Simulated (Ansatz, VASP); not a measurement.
## P in VASP and in Ansatz

The input POSCAR:

```
P
1.0
    4.6275012813      0.0000000000      0.0000000000
    0.0000000000      3.3247862272      0.0000000000
    0.0000000000      0.0000000000     27.8195791164
P
4
Direct
    0.0917030157      0.0000000000      0.3788886327
    0.4082969843      0.5000000000      0.3788886327
    0.5917030157      0.5000000000      0.3040835978
    0.9082969843      0.0000000000      0.3040835978
```

INCAR.step1

```
SYSTEM = P
PREC     = Accurate       ! precision mode
ENCUT    = 520            ! plane-wave cutoff, eV
ISMEAR   = 0              ! smearing method
SIGMA    = 0.01           ! smearing width, eV
LREAL    = .False.        ! projectors in reciprocal space
LASPH    = .True.         ! aspherical terms in the spheres
NELM     = 100            ! most SCF steps
LDIPOL   = .True.       
IDIPOL   = 3            
DIPOL    = 0.5 0.5 0.341
NBANDS   = 18             ! bands
GGA      = PE             ! functional
ALGO     = Normal         ! electronic algorithm
EDIFF    = 1E-4           ! SCF threshold, eV
LWAVE    = .True.         ! write WAVECAR
LCHARG   = .False.        ! write CHGCAR
```

Contents of INCAR.step2:

```
SYSTEM = P
PREC     = Accurate       ! precision mode
ENCUT    = 520            ! plane-wave cutoff, eV
EDIFF    = 1E-6           ! SCF threshold, eV
ISMEAR   = 0              ! smearing method
SIGMA    = 0.01           ! smearing width, eV
LREAL    = .False.        ! projectors in reciprocal space
LASPH    = .True.         ! aspherical terms in the spheres
NELM     = 100            ! most SCF steps
ALGO     = Normal         ! electronic algorithm
ISIF     = 2              ! what is computed and relaxed
LWAVE    = .False.        ! write WAVECAR
LCHARG   = .False.        ! write CHGCAR
LDIPOL   = .True.       
IDIPOL   = 3            
DIPOL    = 0.5 0.5 0.341
METAGGA  = R2SCAN         ! meta-GGA
LMIXTAU  = .True.       
NBANDS   = 18             ! bands
ISTART   = 1
```

File KPOINTS:

```
Automatic mesh
0
Gamma
  6 8 1
  0 0 0
```

Input for Ansatz:

```yaml
crystal:
  lattice:
    - [4.6275012813, 0.0, 0.0]
    - [0.0, 3.3247862272, 0.0]
    - [0.0, 0.0, 27.8195791164]
  atoms:
    - { symbol: P, position: [0.0917030157, 0.0, 0.3788886327] }
    - { symbol: P, position: [0.4082969843, 0.5, 0.3788886327] }
    - { symbol: P, position: [0.5917030157, 0.5, 0.3040835978] }
    - { symbol: P, position: [0.9082969843, 0.0, 0.3040835978] }
  periodic: [true, true, false]
kpoints:
  mp_grid: { grid: [6, 8, 1] }
  band_path:
    path:
      - [0.0, 0.0, 0.0]
      - [0.5, 0.0, 0.0]
      - [0.5, 0.5, 0.0]
      - [0.0, 0.5, 0.0]
      - [0.0, -0.039062, 0.0]
    npoints: 1
hamiltonian:
  xc: r2scan
scf:
  occupations: { method: fixed }
  n_extra_bands: 5
output:
  forces: true
  stress: true
  eigenvalues: true
  write_density: true
  write_potential: true
  elf: true
  volumetric_format: npy
```

Change from the starting cell: uniaxial_y strain +1.0%.

Alike in both runs: task single point; functional r2SCAN; k mesh 6 × 8 × 1; no spin polarisation.

|  | VASP | Ansatz |
| --- | --- | --- |
| version | VASP 6.6.1 | Ansatz 0.2.0 |
| potentials or method | VASP PAW PBE potentials, release 64 (P) | plane waves, PAW |
| plane-wave cutoff (eV) | 520 | 500 |
| occupations | gaussian, width 0.01 eV | fixed |
| valence electrons in the cell | 20 | 20 |

Ansatz gave:

| Item | Value |
| --- | --- |
| gap on the k mesh at the Fermi level (eV) | 1.15 |
| rms of the force components (eV/Å) | 0.000 |

Question: Estimate VASP's values.

Answer: gap on the k mesh at the Fermi level (eV): 1.18; rms of the force components (eV/Å): 0.055.

VASP's potentials were made for PBE, not for r2SCAN. Atom by atom the forces differ by 0.055 eV/Å (rms over components). Ansatz's warnings: xc potential rough in thin density.
